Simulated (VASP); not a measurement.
# SnO (P4/nmm) in VASP: notebook

The runs below take SnO through single point, with PBE.

All numbers are computed with VASP 6.6.1; they aren't measurements. Logs are shortened: lines on timing, memory, paths and dates and some standing lists are left out, and cuts for length are marked.

### Step 1. The cell of the first run

Symmetry: P4/nmm, No. 129, tetragonal system. The conventional cell has a = 3.853 Å, b = 3.853 Å, c = 4.903 Å, α = 90.00°, β = 90.00°, γ = 90.00°. Sn (site symmetry 4mm) has 4 O at 2.25 Å within 3.0 Å. O (site symmetry -4m2) has 4 Sn at 2.25 Å and 4 O at 2.72 Å within 3.0 Å.

### Step 2. Single point, PBE (18.20 Å³/atom)

Input file INCAR:

```
SYSTEM = SnO
PREC     = Accurate       ! precision mode
ENCUT    = 520            ! plane-wave cutoff, eV
EDIFF    = 1E-7           ! SCF threshold, eV
ISMEAR   = 0              ! smearing method
SIGMA    = 0.05           ! smearing width, eV
LREAL    = .False.        ! projectors in reciprocal space
LASPH    = .True.         ! aspherical terms in the spheres
NELM     = 80             ! most SCF steps
ALGO     = Normal         ! electronic algorithm
ISIF     = 2              ! what is computed and relaxed
LWAVE    = .False.        ! write WAVECAR
LCHARG   = .False.        ! write CHGCAR
GGA      = PE             ! functional
NBANDS   = 28             ! bands
```

Input file KPOINTS:

```
regular mesh
0
Gamma
  10 10 8
  0 0 0
```

Input file POSCAR:

```
SnO
1.0
    3.8532258581      0.0000000000      0.0000000000
    0.0000000000      3.8532258581      0.0000000000
    0.0000000000      0.0000000000      4.9029435365
Sn O
2 2
Direct
    0.0000000000      0.5000000000      0.2362489042
    0.5000000000      0.0000000000      0.7637510958
    0.0000000000      0.0000000000      0.0000000000
    0.5000000000      0.5000000000      0.0000000000
```

Potentials or basis: VASP PAW PBE potentials, release 64 (Sn_d, O).

Command:

```sh
$ cat potpaw_PBE.64/Sn_d/POTCAR potpaw_PBE.64/O/POTCAR > POTCAR
$ mpirun -np 1 vasp_std > vasp.out
```

OUTCAR:

```text
SYSTEM = SnO
   PREC = Accurate
   ENCUT = 520
   EDIFF = 1E-7
   ISMEAR = 0
   LREAL = .False.
   LASPH = .True.
   NELM = 80
   ISIF = 2
   GGA = PE

 ion  position               nearest neighbor table
   1  0.000  0.500  0.236-   3 2.25   4 2.25   3 2.25   4 2.25   2 3.58   2 3.58   2 3.58   2 3.58
                             2 3.76   2 3.76   2 3.76   2 3.76
   2  0.500  0.000  0.764-   3 2.25   4 2.25   4 2.25   3 2.25   1 3.58   1 3.58   1 3.58   1 3.58
                             1 3.76   1 3.76   1 3.76   1 3.76
   3  0.000  0.000  0.000-   1 2.25   2 2.25   1 2.25   2 2.25
   4  0.500  0.500  0.000-   1 2.25   2 2.25   2 2.25   1 2.25

  LATTYP: Found a simple tetragonal cell.
 ALAT       =     3.8532258581
 C/A-ratio  =     1.2724256810

  Lattice vectors:

 A1 = (   3.8532258581,   0.0000000000,   0.0000000000)
 A2 = (   0.0000000000,   3.8532258581,   0.0000000000)
 A3 = (   0.0000000000,   0.0000000000,   4.9029435365)

Analysis of symmetry for initial positions (statically):
=====================================================================
 Subroutine PRICEL returns:
 Original cell was already a primitive cell.

 Routine SETGRP: Setting up the symmetry group for a
 simple tetragonal supercell.

 Subroutine GETGRP returns: Found 16 space group operations
 (whereof  8 operations were pure point group operations)
 out of a pool of 16 trial point group operations.

The static configuration has the point symmetry D_2d.
 The point group associated with its full space group is D_4h.

Analysis of symmetry for dynamics (positions and initial velocities):
=====================================================================
 Subroutine PRICEL returns:
 Original cell was already a primitive cell.

 Routine SETGRP: Setting up the symmetry group for a
 simple tetragonal supercell.

 Subroutine GETGRP returns: Found 16 space group operations
 (whereof  8 operations were pure point group operations)
 out of a pool of 16 trial point group operations.

The dynamic configuration has the point symmetry D_2d.
 The point group associated with its full space group is D_4h.

 Subroutine INISYM returns: Found 16 space group operations
 (whereof  8 operations are pure point group operations),
 and found     1 'primitive' translations

----------------------------------------------------------------------------------------

                                     Primitive cell

  volume of cell :      72.7957

  direct lattice vectors                    reciprocal lattice vectors
     3.853225858  0.000000000  0.000000000     0.259522809  0.000000000  0.000000000
     0.000000000  3.853225858  0.000000000     0.000000000  0.259522809  0.000000000
     0.000000000  0.000000000  4.902943536     0.000000000  0.000000000  0.203959110

  length of vectors
     3.853225858  3.853225858  4.902943536     0.259522809  0.259522809  0.203959110

  position of ions in fractional coordinates (direct lattice)
     0.000000000  0.500000000  0.236248904
     0.500000000  0.000000000  0.763751096
     0.000000000  0.000000000  0.000000000
     0.500000000  0.500000000  0.000000000

  ion indices of the primitive-cell ions
   primitive index   ion index
                 1           1
                 2           2
                 3           3
                 4           4

----------------------------------------------------------------------------------------

 KPOINTS: regular mesh

Automatic generation of k-mesh.
 Grid dimensions read from file:
 generate k-points for:   10   10    8

 Generating k-lattice:

  Cartesian coordinates                     Fractional coordinates (reciprocal lattice)
     0.025952281  0.000000000  0.000000000     0.100000000  0.000000000  0.000000000
     0.000000000  0.025952281  0.000000000     0.000000000  0.100000000  0.000000000
     0.000000000  0.000000000  0.025494889     0.000000000  0.000000000  0.125000000

  Length of vectors
     0.025952281  0.025952281  0.025494889

  Shift w.r.t. Gamma in fractional coordinates (k-lattice)
     0.000000000  0.000000000  0.000000000

 Subroutine IBZKPT returns following result:
 ===========================================

 Found    105 irreducible k-points:

 Following reciprocal coordinates:
            Coordinates               Weight
  0.000000  0.000000  0.000000      1.000000
  0.100000  0.000000  0.000000      4.000000
  0.200000  0.000000  0.000000      4.000000
  0.300000  0.000000  0.000000      4.000000
  0.400000  0.000000  0.000000      4.000000
  0.500000  0.000000  0.000000      2.000000
[... 16 lines left out ...]
  0.100000  0.000000  0.125000      8.000000
  0.200000  0.000000  0.125000      8.000000
 [... further k-points ...]
   k-points           NKPTS =    105   k-points in BZ     NKDIM =    105   number of bands    NBANDS=     28
   number of dos      NEDOS =    301   number of ions     NIONS =      4
   total plane-waves  NPLWV =  32400
   dimension x,y,z NGX =    30 NGY =   30 NGZ =   36
   dimension x,y,z NGXF=    60 NGYF=   60 NGZF=   72
   ions per type =               2   2
   NGX,Y,Z   is equivalent  to a cutoff of  12.94, 12.94, 12.21 a.u.
   NGXF,Y,Z  is equivalent  to a cutoff of  25.89, 25.89, 24.41 a.u.
 SYSTEM =  SnO
   PREC   = accura    normal or accurate (medium, high low for compatibility)
   ISTART =      0    job   : 0-new  1-cont  2-samecut
   ICHARG =      2    charge: 1-file 2-atom 10-const
   ISPIN  =      1    spin polarized calculation?
   LNONCOLLINEAR =      F non collinear calculations
   LSORBIT =      F    spin-orbit coupling
   LASPH  =      T    aspherical Exc in radial PAW
   ENCUT  =  520.0 eV  38.22 Ry    6.18 a.u.   7.16  7.16  9.12*2*pi/ulx,y,z
   NELM   =     80;   NELMIN=  2; NELMDL= -5     # of ELM steps
   EDIFF  = 0.1E-06   stopping-criterion for ELM
   LREAL  =      F    real-space projection
   EDIFFG = 0.1E-05   stopping-criterion for IOM
   NSW    =      0    number of steps for IOM
   IBRION =     -1    ionic relax: 0-MD 1-quasi-New 2-CG
   NFREE  =      0    steps in history (QN), initial steepest desc. (CG)
   ISIF   =      2    stress and relaxation
   ISYM   =      2    0-nonsym 1-usesym 2-fastsym
   POTIM  = 0.5000    time-step for ionic-motion
   TEBEG  =    0.0;   TEEND  =   0.0 temperature during run
   PSTRESS=    0.0 pullay stress
   NELECT =      40.0000    total number of electrons
   NUPDOWN=      -1.0000    fix difference up-down
   EMIN   =  10.00;   EMAX   =-10.00  energy-range for DOS
   EFERMI =   0.00;   METHOD = LEGACY
   ISMEAR =     0;   SIGMA  =   0.05  broadening in eV -4-tet -1-fermi 0-gaus
   EFERMI_NEDOS =   21; number of points for ismear=-14 and -15
   IALGO  =     38    algorithm
   IMIX   =      4    mixing-type and parameters
     AMIX     =   0.40;   BMIX     =  1.00
     AMIX_MAG =   1.60;   BMIX_MAG =  1.00
  volume/ion in A,a.u.               =      18.20       122.81
  Fermi-wavevector in a.u.,A,eV,Ry     =   1.340889  2.533913 24.463055  1.797984
  Thomas-Fermi vector in A             =   2.469166
   LORBIT       =      0    0 simple, 1 ext, 2 COOP (PROOUT), +10 PAW based schemes
   GGA     = PE    functional components
   LHFCALC =     F    Hartree Fock is set to
   AEXX    =    0.0000 exact exchange contribution
   IVDW    =     0    specifies the selected vdW correction
   LEPSILON=     F    determine dielectric tensor
   LRPA    =     F    only Hartree local field effects (RPA)
 non-spin polarized calculation
 Gauss-broadening in eV      SIGMA  =   0.05
  energy-cutoff  :      520.00
  volume of cell :       72.80
 maximum number of plane-waves:      1992
 NGX is ok and might be reduce to    30
   NGX = 15   NGY = 15   NGZ = 19

 number of electron      40.0000009 magnetization

 Free energy of the ion-electron system (eV)
  ---------------------------------------------------
  ext. energy  EPLUGINS =         0.00000000
  ---------------------------------------------------
  free energy    TOTEN  =       -22.71653951 eV

  energy without entropy =      -22.71653889  energy(sigma->0) =      -22.71653920

 E-fermi :   6.7513     XC(G=0): -10.0564

 val. band max:        6.6239228414   @ k =   0.1000   0.0000   0.0000
 cond. band min:       6.8682402080   @ k =   0.5000   0.5000   0.0000
 fundamental gap:      0.2443173666
 Fermi energy:         6.7512643971

 k-point     1 :       0.0000    0.0000    0.0000
  band No.  band energies     occupation
      1     -15.2142      2.00000
      2     -14.8334      2.00000
      3     -14.8334      2.00000
      4     -14.8320      2.00000
      5     -14.7992      2.00000
      6     -14.7874      2.00000
[... 20 lines left out ...]
     27      13.4171      0.00000
     28      13.8852      0.00000

 k-point     2 :       0.1000    0.0000    0.0000
  band No.  band energies     occupation
      1     -15.2088      2.00000
      2     -14.8317      2.00000
      3     -14.8314      2.00000
      4     -14.8308      2.00000
      5     -14.7999      2.00000
      6     -14.7842      2.00000
[... 20 lines left out ...]
     27      13.5813      0.00000
     28      14.6440      0.00000

 k-point     3 :       0.2000    0.0000    0.0000
  band No.  band energies     occupation
      1     -15.1933      2.00000
      2     -14.8612      2.00000
      3     -14.8264      2.00000
      4     -14.8258      2.00000
      5     -14.8019      2.00000
      6     -14.8018      2.00000
[... 20 lines left out ...]
     27      13.7723      0.00000
     28      16.1614      0.00000

 k-point     4 :       0.3000    0.0000    0.0000
  band No.  band energies     occupation
      1     -15.1689      2.00000
      2     -14.9428      2.00000
      3     -14.8183      2.00000
      4     -14.8179      2.00000
      5     -14.8040      2.00000
      6     -14.7980      2.00000
[... 578 lines left out ...]
     27      13.3621      0.00000
     28      14.0024      0.00000

 k-point    23 :       0.1000    0.0000    0.1250
  band No.  band energies     occupation
      1     -15.2070      2.00000
      2     -14.8344      2.00000
      3     -14.8293      2.00000
      4     -14.8274      2.00000
      5     -14.7980      2.00000
      6     -14.7829      2.00000
[... 20 lines left out ...]
     27      13.5860      0.00000
     28      14.7046      0.00000

 k-point    24 :       0.2000    0.0000    0.1250
  band No.  band energies     occupation
      1     -15.1921      2.00000
      2     -14.8664      2.00000
      3     -14.8265      2.00000
      4     -14.8219      2.00000
      5     -14.8031      2.00000
      6     -14.7990      2.00000
[... 20 lines left out ...]
     27      13.8880      0.00000
     28      16.1466      0.00000

 [... further k-points ...]
[... 5 lines left out ...]
  --------------------------------------------------------------------------------------
  -------------------------------------------------------------------------------------
  Total        0.5407009      0.5407009      0.5402260      0.0000000      0.0000000      0.0000000
  in kB       11.9004079     11.9004079     11.8899551      0.0000000      0.0000000      0.0000000
  external PRESSURE =      11.8969236 kB  Pullay stress =       0.0000000 kB

 VOLUME and BASIS-vectors are now :
 -----------------------------------------------------------------------------
  energy-cutoff  :      520.00
  volume of cell :       72.80
      direct lattice vectors                 reciprocal lattice vectors
     3.853225858  0.000000000  0.000000000     0.259522809  0.000000000  0.000000000
     0.000000000  3.853225858  0.000000000     0.000000000  0.259522809  0.000000000
     0.000000000  0.000000000  4.902943536     0.000000000  0.000000000  0.203959110

 POSITION                                       TOTAL-FORCE (eV/Angst)
 -----------------------------------------------------------------------------------
      0.00000      1.92661      1.15832         0.000000     -0.000000      0.079708
      1.92661      0.00000      3.74463         0.000000     -0.000000     -0.079708
      0.00000      0.00000      0.00000         0.000000     -0.000000      0.000000
      1.92661      1.92661      0.00000        -0.000000      0.000000      0.000000
 -----------------------------------------------------------------------------------
    total drift:                                0.000000      0.000000      0.000000

  FREE ENERGIE OF THE ION-ELECTRON SYSTEM (eV)
  ---------------------------------------------------
  free  energy   TOTEN  =       -22.7165395096 eV

  energy  without entropy=      -22.7165388894  energy(sigma->0) =      -22.71653920
```

It took 76 s on 1 thread of Intel Xeon 6975P-C (Granite Rapids), shared host; peak memory 0.29 GiB.

Results:

- Free energy: -22.7165 eV
- Pressure: 1.2 GPa
- Largest force: 0.080 eV/Å
- Band gap on the k mesh: 0.24 eV (least direct gap 2.00 eV)

Forces in eV/Å, atoms in the order of the input:
```
Sn   0.000  0.000  0.080
Sn   0.000  0.000 -0.080
O    0.000  0.000  0.000
O    0.000  0.000  0.000
```

Caveat: semilocal functionals underestimate gaps, and a narrow one can read as zero; spin-orbit coupling is left out, which moves the levels of the heavy elements. A k mesh can miss the band edges.

[end of part 1 of 2]
